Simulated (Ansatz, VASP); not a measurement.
Two plane-wave programs on Al3GaN4

The input INCAR:

```
PREC = Accurate
ENCUT = 520
EDIFF = 1E-7
ISMEAR = 0
SIGMA = 0.05
LREAL = False
LASPH = True
NELM = 100
ALGO = Normal
ISIF = 2
LWAVE = False
LCHARG = False
GGA = PS
NBANDS = 31
```

The input KPOINTS:

```
regular mesh
0
Gamma
  6 8 4
```

POSCAR

```
Al3GaN4
1.0
    5.0434079743      0.0000000000      0.0001149899
    0.0000000000      3.1300738979      0.0000000000
   -0.0032362578      0.0000000000      5.4179919454
Al Ga N
3 1 4
Direct
    0.5002300429      0.5000000000      0.1673295662
    0.0009207031      0.5000000000      0.8348055926
    0.0010880657      0.0000000000      0.3316926346
    0.5362253044     -0.0593006862      0.6662001207
    0.1111724737      0.0000000000      0.6663292504
    0.1224543244      0.5000000000      0.1671578642
    0.6251234792      0.5000000000      0.8401923549
    0.6231881982      0.0000000000      0.3262928352
```

Input for Ansatz:

```yaml
crystal:
  lattice:
    - [5.0434079743, 0.0, 0.0001149899]
    - [0.0, 3.1300738979, 0.0]
    - [-0.0032362578, 0.0, 5.4179919454]
  atoms:
    - { symbol: Al, position: [0.5002300429, 0.5, 0.1673295662] }
    - { symbol: Al, position: [0.0009207031, 0.5, 0.8348055926] }
    - { symbol: Al, position: [0.0010880657, 0.0, 0.3316926346] }
    - { symbol: Ga, position: [0.5362253044, -0.0593006862, 0.6662001207] }
    - { symbol: "N", position: [0.1111724737, 0.0, 0.6663292504] }
    - { symbol: "N", position: [0.1224543244, 0.5, 0.1671578642] }
    - { symbol: "N", position: [0.6251234792, 0.5, 0.8401923549] }
    - { symbol: "N", position: [0.6231881982, 0.0, 0.3262928352] }
basis:
  ecutwfc: 420
kpoints:
  mp_grid: { grid: [6, 8, 4] }
hamiltonian:
  xc: pbesol
scf:
  occupations: { method: gaussian, width: 0.05 }
output:
  forces: true
  stress: true
  eigenvalues: true
```

Change from the starting cell: all Ga atoms moved +0.263 Å, as atom 4 along Cartesian [1 -1 0].

Alike in both runs: task single point; functional PBEsol; k mesh 6 × 8 × 4; occupations gaussian, width 0.05 eV; no spin polarisation.

|  | VASP | Ansatz |
| --- | --- | --- |
| version | VASP 6.6.1 | Ansatz 0.2.0 |
| potentials or method | VASP PAW PBE potentials, release 64 (Al, Ga_d, N), cutoff 520 eV | scalar-relativistic, plane waves, PAW |
| valence electrons in the cell | 42 | 42 |

|  | VASP | Ansatz | Ansatz less VASP |
| --- | --- | --- | --- |
| gap on the k mesh at the Fermi level (eV) | 3.32 | 3.31 | -0.014 |
| least direct gap on the mesh (eV) | 3.32 | 3.31 | -0.014 |
| pressure (GPa) | 2.4 | 2.5 | +0.12 |
| traceless stress, the component that is largest in VASP (GPa) | -5.36 | -5.47 | -0.119 |
| rms of the force components (eV/Å) | 1.266 | 1.288 | +0.0217 |

VASP's potentials were made for PBE, not for PBEsol. Atom by atom the forces differ by 0.023 eV/Å (rms over components). With one functional, cell and mesh, what is left measures potentials, basis and numerics.
